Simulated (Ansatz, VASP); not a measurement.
# SrO in VASP and in Ansatz

```
CELL_PARAMETERS angstrom
3.10287 -0.08936 0.00000
-0.08936 3.10287 0.00000
0.00000 0.00000 3.10287
ATOMIC_POSITIONS crystal
Sr 0.00000 0.00000 0.00000
O 0.50000 0.50000 0.50000
```

Change from the starting cell: shear_xy strain -5.8%.

Alike in both runs: task single point; functional PBE; k mesh 8 × 8 × 8; occupations fermi-dirac, width 0.02 eV; no spin polarisation.

|  | VASP | Ansatz |
| --- | --- | --- |
| version | VASP 6.6.1 | Ansatz 0.2.0 |
| potentials or method | VASP PAW PBE potentials, release 64 (Sr_sv, O) | plane waves, PAW |
| plane-wave cutoff (eV) | 520 | 420 |
| valence electrons in the cell | 16 | 16 |

```csv
,VASP,Ansatz,Ansatz less VASP
gap on the k mesh at the Fermi level (eV),2.76,2.82,+0.056
pressure (GPa),4.0,3.2,-0.80
"traceless stress, the component that is largest in VASP (GPa)",0.15,0.04,-0.108
```

With one functional, cell and mesh, what is left measures potentials, basis and numerics.
